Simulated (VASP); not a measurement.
# GaSb3 (I4mm) in VASP: notebook

Runs on GaSb3. Level: PBEsol+D3(BJ). Tasks: single point.

Everything below comes from runs of VASP 6.6.1. Logs are shortened: lines on timing, memory, paths and dates and some standing lists are left out, and cuts for length are marked.

## (1) The cell of the first run

Symmetry: I4mm, No. 107, tetragonal system. Conventional cell: a = 5.071 Å, b = 5.071 Å, c = 7.171 Å, α = 90.00°, β = 90.00°, γ = 90.00°. Within 3.9 Å of Ga (site symmetry 4mm) lie 14 Sb at 2.94 to 3.89 Å. Sb (site symmetry 2mm) has 4 Ga at 2.94 to 3.29 Å and 10 Sb at 3.11 to 3.59 Å within 3.9 Å. Sb (site symmetry 4mm) has 8 Sb at 3.11 Å and 6 Ga at 3.29 to 3.89 Å within 4.1 Å.

## (2) Single point, PBEsol+D3(BJ) (atom 1 (Ga) moved -0.300 Å towards its neighbour atom 4 (Sb) at 3.586 Å)

File INCAR:

```
SYSTEM = GaSb3
ALGO     = Normal         ! electronic algorithm
EDIFF    = 1E-6           ! SCF threshold, eV
ENCUT    = 520            ! plane-wave cutoff, eV
GGA      = PS             ! functional
ISIF     = 2              ! what is computed and relaxed
ISMEAR   = 0              ! smearing method
IVDW     = 12             ! dispersion correction
LASPH    = .True.         ! aspherical terms in the spheres
LCHARG   = .True.         ! write CHGCAR
LELF     = .True.         ! ELF
LREAL    = .False.        ! projectors in reciprocal space
LVHAR    = .True.       
LWAVE    = .False.        ! write WAVECAR
NBANDS   = 22             ! bands
NELM     = 100            ! most SCF steps
PREC     = Accurate       ! precision mode
SIGMA    = 0.15           ! smearing width, eV
```

File KPOINTS:

```
k-points
0
Gamma
  12 12 12
  0 0 0
```

File POSCAR:

```
GaSb3
1.0
    0.0000000000      3.5855047185      3.5855047185
    3.5855047185      0.0000000000      3.5855047185
    3.5855047185      3.5855047185      0.0000000000
Ga Sb
1 3
Direct
    0.0418351144      0.0418351144     -0.0418351144
    0.2500000000      0.2500000000      0.2500000000
    0.7500000000      0.7500000000      0.7500000000
    0.5000000000      0.5000000000      0.5000000000
```

Potentials or basis: VASP PAW PBE potentials, release 64 (Ga_d, Sb).

Launch:

```
$ cat potpaw_PBE.64/Ga_d/POTCAR potpaw_PBE.64/Sb/POTCAR > POTCAR
$ mpirun -np 1 vasp_std > vasp.out
```

OUTCAR:

```text
SYSTEM = GaSb3
   EDIFF = 1E-6
   ENCUT = 520
   GGA = PS
   ISIF = 2
   ISMEAR = 0
   IVDW = 12
   LASPH = .True.
   LREAL = .False.
   NELM = 100
   PREC = Accurate
 IVDW          = 12

 ion  position               nearest neighbor table
   1  0.042  0.042  0.958-   3 2.94   3 2.94   2 2.94   2 2.94   4 3.29   3 3.29   3 3.29   2 3.29
                             2 3.29
   2  0.250  0.250  0.250-   1 2.94   1 2.94   4 3.11   4 3.11   4 3.11   4 3.11   1 3.29   1 3.29
                             3 3.59   3 3.59   3 3.59   3 3.59   3 3.59   3 3.59
   3  0.750  0.750  0.750-   1 2.94   1 2.94   4 3.11   4 3.11   4 3.11   4 3.11   1 3.29   1 3.29
                             2 3.59   2 3.59   2 3.59   2 3.59   2 3.59   2 3.59
   4  0.500  0.500  0.500-   2 3.11   2 3.11   2 3.11   3 3.11   3 3.11   3 3.11   3 3.11   2 3.11
                             1 3.29

  LATTYP: Found a face centered cubic cell.
 ALAT       =     7.1710094370

  Lattice vectors:

 A1 = (   0.0000000000,   3.5855047185,   3.5855047185)
 A2 = (   3.5855047185,   0.0000000000,   3.5855047185)
 A3 = (   3.5855047185,   3.5855047185,   0.0000000000)

Analysis of symmetry for initial positions (statically):
=====================================================================
 Subroutine PRICEL returns:
 Original cell was already a primitive cell.

 Routine SETGRP: Setting up the symmetry group for a
 face centered cubic supercell.

 Subroutine GETGRP returns: Found  8 space group operations
 (whereof  8 operations were pure point group operations)
 out of a pool of 48 trial point group operations.

The static configuration has the point symmetry C_4v.

Analysis of symmetry for dynamics (positions and initial velocities):
=====================================================================
 Subroutine PRICEL returns:
 Original cell was already a primitive cell.

 Routine SETGRP: Setting up the symmetry group for a
 face centered cubic supercell.

 Subroutine GETGRP returns: Found  8 space group operations
 (whereof  8 operations were pure point group operations)
 out of a pool of 48 trial point group operations.

The dynamic configuration has the point symmetry C_4v.

 Subroutine INISYM returns: Found  8 space group operations
 (whereof  8 operations are pure point group operations),
 and found     1 'primitive' translations

----------------------------------------------------------------------------------------

                                     Primitive cell

  volume of cell :      92.1894

  direct lattice vectors                    reciprocal lattice vectors
     0.000000000  3.585504719  3.585504719    -0.139450381  0.139450381  0.139450381
     3.585504719  0.000000000  3.585504719     0.139450381 -0.139450381  0.139450381
     3.585504719  3.585504719  0.000000000     0.139450381  0.139450381 -0.139450381

  length of vectors
     5.070669401  5.070669401  5.070669401     0.241535145  0.241535145  0.241535145

  position of ions in fractional coordinates (direct lattice)
     0.041835114  0.041835114  0.958164886
     0.250000000  0.250000000  0.250000000
     0.750000000  0.750000000  0.750000000
     0.500000000  0.500000000  0.500000000

  ion indices of the primitive-cell ions
   primitive index   ion index
                 1           1
                 2           2
                 3           3
                 4           4

----------------------------------------------------------------------------------------

 KPOINTS: k-points

Automatic generation of k-mesh.
 Grid dimensions read from file:
 generate k-points for:   12   12   12

 Generating k-lattice:

  Cartesian coordinates                     Fractional coordinates (reciprocal lattice)
    -0.011620865  0.011620865  0.011620865     0.083333333  0.000000000  0.000000000
     0.011620865 -0.011620865  0.011620865     0.000000000  0.083333333  0.000000000
     0.011620865  0.011620865 -0.011620865     0.000000000  0.000000000  0.083333333

  Length of vectors
     0.020127929  0.020127929  0.020127929

  Shift w.r.t. Gamma in fractional coordinates (k-lattice)
     0.000000000  0.000000000  0.000000000

 Subroutine IBZKPT returns following result:
 ===========================================

 Found    163 irreducible k-points:

 Following reciprocal coordinates:
            Coordinates               Weight
  0.000000  0.000000  0.000000      1.000000
  0.083333  0.000000  0.000000      8.000000
  0.166667  0.000000  0.000000      8.000000
  0.250000  0.000000  0.000000      8.000000
  0.333333  0.000000  0.000000      8.000000
  0.416667  0.000000  0.000000      8.000000
[... 16 lines left out ...]
  0.000000 -0.333333  0.083333     16.000000
 -0.250000  0.083333  0.000000      8.000000
 [... further k-points ...]
   k-points           NKPTS =    163   k-points in BZ     NKDIM =    163   number of bands    NBANDS=     22
   number of dos      NEDOS =    301   number of ions     NIONS =      4
[... 86 lines left out ...]
      1      -6.0394      2.00000
      2      -6.0373      2.00000
      3      -6.0371      2.00000
      4      -6.0215      2.00000
      5      -6.0107      2.00000
      6      -4.5656      2.00000
[... 14 lines left out ...]
     21      16.0784      0.00000
     22      16.5542      0.00000

 k-point     3 :       0.1667    0.0000    0.0000
  band No.  band energies     occupation
      1      -6.0410      2.00000
      2      -6.0365      2.00000
      3      -6.0365      2.00000
      4      -6.0218      2.00000
      5      -6.0110      2.00000
      6      -4.3861      2.00000
[... 14 lines left out ...]
     21      14.8195      0.00000
     22      15.9553      0.00000

 k-point     4 :       0.2500    0.0000    0.0000
  band No.  band energies     occupation
      1      -6.0433      2.00000
      2      -6.0358      2.00000
      3      -6.0356      2.00000
      4      -6.0219      2.00000
      5      -6.0114      2.00000
      6      -4.0894      2.00000
[... 14 lines left out ...]
     21      14.0320      0.00000
     22      15.0274      0.00000

 k-point     5 :       0.3333    0.0000    0.0000
  band No.  band energies     occupation
      1      -6.0459      2.00000
      2      -6.0352      2.00000
      3      -6.0347      2.00000
      4      -6.0220      2.00000
      5      -6.0117      2.00000
      6      -3.6836      2.00000
[... 14 lines left out ...]
     21      13.8685      0.00000
     22      15.2109      0.00000

 k-point     6 :       0.4167    0.0000    0.0000
  band No.  band energies     occupation
      1      -6.0479      2.00000
      2      -6.0349      2.00000
      3      -6.0341      2.00000
      4      -6.0218      2.00000
      5      -6.0118      2.00000
      6      -3.2011      2.00000
[... 14 lines left out ...]
     21      14.3527      0.00000
     22      16.5226      0.00000

 k-point     7 :       0.5000    0.0000    0.0000
  band No.  band energies     occupation
      1      -6.0486      2.00000
      2      -6.0348      2.00000
      3      -6.0339      2.00000
      4      -6.0218      2.00000
      5      -6.0119      2.00000
      6      -2.8706      2.00000
[... 324 lines left out ...]
      6      -2.9901      2.00000
[... 14 lines left out ...]
     21      14.5753      0.00000
     22      16.7112      0.00000

 k-point    21 :       0.0000   -0.4167    0.0833
  band No.  band energies     occupation
      1      -6.0476      2.00000
      2      -6.0356      2.00000
      3      -6.0334      2.00000
      4      -6.0221      2.00000
      5      -6.0122      2.00000
      6      -2.9928      2.00000
[... 14 lines left out ...]
     21      14.5544      0.00000
     22      16.7098      0.00000

 k-point    22 :      -0.3333    0.0833    0.0000
  band No.  band energies     occupation
      1      -6.0460      2.00000
      2      -6.0356      2.00000
      3      -6.0343      2.00000
      4      -6.0219      2.00000
      5      -6.0121      2.00000
      6      -3.4734      2.00000
[... 14 lines left out ...]
     21      14.0985      0.00000
     22      15.4798      0.00000

 k-point    23 :       0.0000   -0.3333    0.0833
  band No.  band energies     occupation
      1      -6.0462      2.00000
      2      -6.0358      2.00000
      3      -6.0339      2.00000
      4      -6.0224      2.00000
      5      -6.0119      2.00000
      6      -3.4760      2.00000
[... 14 lines left out ...]
     21      14.0231      0.00000
     22      15.4240      0.00000

 k-point    24 :      -0.2500    0.0833    0.0000
  band No.  band energies     occupation
      1      -6.0439      2.00000
      2      -6.0359      2.00000
      3      -6.0351      2.00000
      4      -6.0216      2.00000
      5      -6.0120      2.00000
      6      -3.9114      2.00000
[... 14 lines left out ...]
     21      14.6624      0.00000
     22      14.9046      0.00000

 [... further k-points ...]

------------------------ aborting loop because EDIFF is reached ----------------------------------------

 Edisp (eV)   -1.97391

 E8    (eV) :    -1.3579

  FORCE on cell =-STRESS in cart. coord.  units (eV):
  Direction    XX          YY          ZZ          XY          YZ          ZX
  --------------------------------------------------------------------------------------
  -------------------------------------------------------------------------------------
  Total       0.86911     0.86911     0.53517     0.00000     0.00000     0.00000
  in kB      15.10446    15.10446     9.30075     0.00000     0.00000     0.00000
  external pressure =       13.17 kB  Pullay stress =        0.00 kB

 VOLUME and BASIS-vectors are now :
 -----------------------------------------------------------------------------
  energy-cutoff  :      520.00
  volume of cell :       92.19
      direct lattice vectors                 reciprocal lattice vectors
     0.000000000  3.585504719  3.585504719    -0.139450381  0.139450381  0.139450381
     3.585504719  0.000000000  3.585504719     0.139450381 -0.139450381  0.139450381
     3.585504719  3.585504719  0.000000000     0.139450381  0.139450381 -0.139450381

 POSITION                                       TOTAL-FORCE (eV/Angst)
 -----------------------------------------------------------------------------------
      3.58550      3.58550      0.30000         0.000000      0.000000     -0.650545
      1.79275      1.79275      1.79275         0.000000      0.000000      0.145390
      5.37826      5.37826      5.37826        -0.000000     -0.000000      0.145390
      3.58550      3.58550      3.58550         0.000000      0.000000      0.359765
 -----------------------------------------------------------------------------------
    total drift:                               -0.000002     -0.000002      0.000006

  FREE ENERGIE OF THE ION-ELECTRON SYSTEM (eV)
  ---------------------------------------------------
  free  energy   TOTEN  =       -18.1972521453 eV

  energy  without entropy=      -18.1705750088  energy(sigma->0) =      -18.18391358
```

It took 3.3 min on 1 thread of Intel Xeon 6975P-C (Granite Rapids), shared host; peak memory 0.47 GiB.

Results:

```
Free energy                : -18.1973 eV
Pressure                   : 1.3 GPa
Largest force              : 0.651 eV/Å
Band gap on the k mesh     : zero (bands 14 and 15 overlap by 4.07 eV)
Dispersion energy per atom : -0.493 eV
```

Forces in eV/Å, atoms in the order of the input:
```
Ga   0.000  0.000 -0.651
Sb   0.000  0.000  0.145
Sb   0.000  0.000  0.145
Sb   0.000  0.000  0.360
```

Levels at points of the mesh, in eV from the Fermi level:
```
           k point  band 10  band 11  band 12  band 13  band 14  band 15  band 16  band 17  band 18  band 19
(0.00, 0.00, 0.00)    -3.08    -2.97    -2.87    -2.67    -2.67    -2.44    -0.73    -0.73    -0.66     3.27
(0.50, 0.00, 0.00)    -4.06    -4.04    -2.99    -2.86    -0.02     0.31     2.15     2.22     3.08     3.32
(0.50, 0.50, 0.00)    -5.85    -5.85     1.00     1.10     1.10     1.57     2.24     2.24     2.47     4.24
(0.00, 0.50, 0.50)    -5.77    -5.52     1.12     1.23     1.25     1.51     2.10     2.24     2.45     4.24
```

Caveat: the cell differs from its parent crystal (atom 1 (Ga) moved -0.300 Å towards its neighbour atom 4 (Sb) at 3.586 Å); the PAW data sets were made with another functional, which shifts forces and pressure a little; spin-orbit coupling is left out, which moves the levels of the heavy elements.

## (3) Single point, PBEsol+D3(BJ) (atom 1 (Ga) moved +0.200 Å towards its neighbour atom 4 (Sb) at 3.586 Å)

File INCAR:

```
SYSTEM = GaSb3
  PREC = Accurate
  ENCUT = 520
  EDIFF = 1E-7
  ISMEAR = 0
  SIGMA = 0.15
  LREAL = .False.
  LASPH = .True.
  NELM = 80
  ALGO = Normal
  ISIF = 2
  LWAVE = .False.
  LCHARG = .False.
  GGA = PS
  IVDW = 12
  NBANDS = 22
```

File KPOINTS:

```
regular mesh
0
Gamma
  12 12 12
  0 0 0
```

POSCAR: that of step 2 with these lines changed.

```diff
@@ -8,3 +8,3 @@
 Direct
-    0.0418351144      0.0418351144     -0.0418351144
+   -0.0278900763     -0.0278900763      0.0278900763
     0.2500000000      0.2500000000      0.2500000000
```

Potentials or basis: VASP PAW PBE potentials, release 64 (Ga_d, Sb).

Launch:

```
$ cat potpaw_PBE.64/Ga_d/POTCAR potpaw_PBE.64/Sb/POTCAR > POTCAR
$ mpirun -np 1 vasp_std > vasp.out
```

Run time: 3.3 min. Hardware: 1 thread of Intel Xeon 6975P-C (Granite Rapids), shared host; peak memory 0.47 GiB.

Results (log left out):

```
Free energy                : -18.2512 eV
Pressure                   : 0.9 GPa
Largest force              : 0.429 eV/Å
Band gap on the k mesh     : zero (bands 14 and 15 overlap by 4.19 eV)
Dispersion energy per atom : -0.493 eV
```

Forces in eV/Å, atoms in the order of the input:
```
Ga   0.000  0.000  0.429
Sb   0.000  0.000 -0.095
Sb   0.000  0.000 -0.095
Sb   0.000  0.000 -0.238
```

Stress tensor (GPa, compression positive):
```
1.00 0.00 0.00
0.00 1.00 0.00
0.00 0.00 0.73
```

Levels at points of the mesh, in eV from the Fermi level:
```tsv
k point	band 10	band 11	band 12	band 13	band 14	band 15	band 16	band 17	band 18	band 19
(0.00, 0.00, 0.00)	-3.00	-2.90	-2.86	-2.69	-2.69	-2.50	-0.81	-0.81	-0.78	3.30
(0.50, 0.00, 0.00)	-4.03	-4.01	-3.00	-2.94	-0.05	0.28	2.21	2.24	3.07	3.19
(0.50, 0.50, 0.00)	-5.84	-5.84	1.06	1.18	1.18	1.53	2.17	2.17	2.46	4.16
(0.00, 0.50, 0.50)	-5.81	-5.67	1.11	1.24	1.25	1.50	2.10	2.17	2.45	4.17
```

Caveat: the cell differs from its parent crystal (atom 1 (Ga) moved +0.200 Å towards its neighbour atom 4 (Sb) at 3.586 Å); the PAW data sets were made with another functional, which shifts forces and pressure a little; spin-orbit coupling is left out, which moves the levels of the heavy elements.

## (4) Single point, PBEsol+D3(BJ) (atom 1 (Ga) moved +0.250 Å towards its neighbour atom 4 (Sb) at 3.586 Å)

File INCAR:

```
SYSTEM = GaSb3
PREC = Accurate
ENCUT = 520
EDIFF = 1E-6
ISMEAR = 0
SIGMA = 0.15
LREAL = .False.
LASPH = .True.
NELM = 80
ALGO = Normal
ISIF = 2
LWAVE = .False.
LCHARG = .False.
GGA = PS
IVDW = 12
NBANDS = 22
```

File KPOINTS:

```
Automatic mesh
0
Gamma
  12 12 12
  0 0 0
```

POSCAR: that of step 3 with these lines changed.

```diff
@@ -8,3 +8,3 @@
 Direct
-   -0.0278900763     -0.0278900763      0.0278900763
+   -0.0348625953     -0.0348625953      0.0348625953
     0.2500000000      0.2500000000      0.2500000000
```

Launch:

```
$ cat potpaw_PBE.64/Ga_d/POTCAR potpaw_PBE.64/Sb/POTCAR > POTCAR
$ mpirun -np 1 vasp_std > vasp.out
```

It took 3.3 min on 1 thread of Intel Xeon 6975P-C (Granite Rapids), shared host; peak memory 0.47 GiB.

The run converged. Its results:

```yaml
Free_energy: -18.2270 eV
Pressure: 1.1 GPa
Largest_force: 0.540 eV/Å
Band_gap_on_the_k_mesh: zero (bands 14 and 15 overlap by 4.14 eV)
Dispersion_energy_per_atom: -0.493 eV
```

Forces in eV/Å, atoms in the order of the input:
```
Ga   0.000  0.000  0.540
Sb   0.000  0.000 -0.121
Sb   0.000  0.000 -0.121
Sb   0.000  0.000 -0.298
```

Stress tensor (GPa, compression positive):
```
1.22 0.00 0.00
0.00 1.22 0.00
0.00 0.00 0.81
```

Levels at points of the mesh, in eV from the Fermi level:
| k point | band 10 | band 11 | band 12 | band 13 | band 14 | band 15 | band 16 | band 17 | band 18 | band 19 |
| --- | --- | --- | --- | --- | --- | --- | --- | --- | --- | --- |
| (0.00, 0.00, 0.00) | -3.04 | -2.91 | -2.89 | -2.68 | -2.68 | -2.47 | -0.78 | -0.78 | -0.73 | 3.28 |
| (0.50, 0.00, 0.00) | -4.05 | -4.02 | -3.00 | -2.90 | -0.04 | 0.29 | 2.18 | 2.23 | 3.07 | 3.25 |
| (0.50, 0.50, 0.00) | -5.85 | -5.85 | 1.03 | 1.14 | 1.14 | 1.55 | 2.20 | 2.20 | 2.47 | 4.20 |
| (0.00, 0.50, 0.50) | -5.79 | -5.60 | 1.12 | 1.24 | 1.25 | 1.51 | 2.10 | 2.20 | 2.45 | 4.21 |

Caveat: the cell differs from its parent crystal (atom 1 (Ga) moved +0.250 Å towards its neighbour atom 4 (Sb) at 3.586 Å); the PAW data sets were made with another functional, which shifts forces and pressure a little; spin-orbit coupling is left out, which moves the levels of the heavy elements.

## (5) Single point, PBEsol+D3(BJ) (atom 1 (Ga) moved +0.150 Å towards its neighbour atom 4 (Sb) at 3.586 Å)

File INCAR:

```
PREC = Accurate
ENCUT = 520
EDIFF = 1E-6
ISMEAR = 0
SIGMA = 0.15
LREAL = F
LASPH = T
NELM = 60
ALGO = Normal
ISIF = 2
LWAVE = F
LCHARG = F
GGA = PS
IVDW = 12
NBANDS = 22
```

File KPOINTS:

```
Automatic mesh
0
Gamma
  12 12 12
```

POSCAR: that of step 4 with these lines changed.

```diff
@@ -8,3 +8,3 @@
 Direct
-   -0.0348625953     -0.0348625953      0.0348625953
+   -0.0209175572     -0.0209175572      0.0209175572
     0.2500000000      0.2500000000      0.2500000000
```

Launch:

```
$ cat potpaw_PBE.64/Ga_d/POTCAR potpaw_PBE.64/Sb/POTCAR > POTCAR
$ mpirun -np 1 vasp_std > vasp.out
```

Run time: 2.8 min. Hardware: 1 thread of Intel Xeon 6975P-C (Granite Rapids), shared host; peak memory 0.47 GiB.

Results (log left out):

| Property | Result |
| --- | --- |
| Free energy | -18.2699 eV |
| Pressure | 0.7 GPa |
| Largest force | 0.320 eV/Å |
| Band gap on the k mesh | zero (bands 14 and 15 overlap by 4.23 eV) |
| Dispersion energy per atom | -0.493 eV |

Forces on the atoms (eV/Å):
```
Ga   0.000  0.000  0.320
Sb   0.000  0.000 -0.071
Sb   0.000  0.000 -0.071
Sb   0.000  0.000 -0.179
```

Stress tensor (GPa, compression positive):
```
0.79 0.00 0.00
0.00 0.79 0.00
0.00 0.00 0.63
```

Levels at points of the mesh, in eV from the Fermi level:
```csv
k point,band 11,band 12,band 13,band 14,band 15,band 16,band 17,band 18
"(0.00, 0.00, 0.00)",-2.90,-2.81,-2.70,-2.70,-2.53,-0.84,-0.84,-0.83
"(0.50, 0.00, 0.00)",-4.00,-3.01,-2.97,-0.06,0.28,2.23,2.25,3.07
"(0.50, 0.50, 0.00)",-5.84,1.08,1.21,1.21,1.52,2.14,2.14,2.45
"(0.00, 0.50, 0.50)",-5.74,1.11,1.25,1.26,1.50,2.10,2.14,2.45
```

Caveat: the cell differs from its parent crystal (atom 1 (Ga) moved +0.150 Å towards its neighbour atom 4 (Sb) at 3.586 Å); the PAW data sets were made with another functional, which shifts forces and pressure a little; spin-orbit coupling is left out, which moves the levels of the heavy elements.

## (6) Summary

| cell | gap on the mesh (eV) | pressure (GPa) | largest force (eV/Å) |
| --- | --- | --- | --- |
| as given, atomic positions A | none | 1.3 | 0.65 |
| as given, atomic positions B | none | 0.9 | 0.43 |
| as given, atomic positions C | none | 1.1 | 0.54 |
| as given, atomic positions D | none | 0.7 | 0.32 |

Alike in all rows: task single point; level PBEsol+D3(BJ); potentials or basis VASP PAW PBE potentials, release 64 (Ga_d, Sb); no spin polarisation; k mesh 12 × 12 × 12; cutoff (eV) 520; smearing gaussian 0.15 eV.

Caveats: the PAW data sets were made with another functional, which shifts forces and pressure a little; spin-orbit coupling is left out, which moves the levels of the heavy elements.

Absolute energies hang on the potentials; compare differences alone.
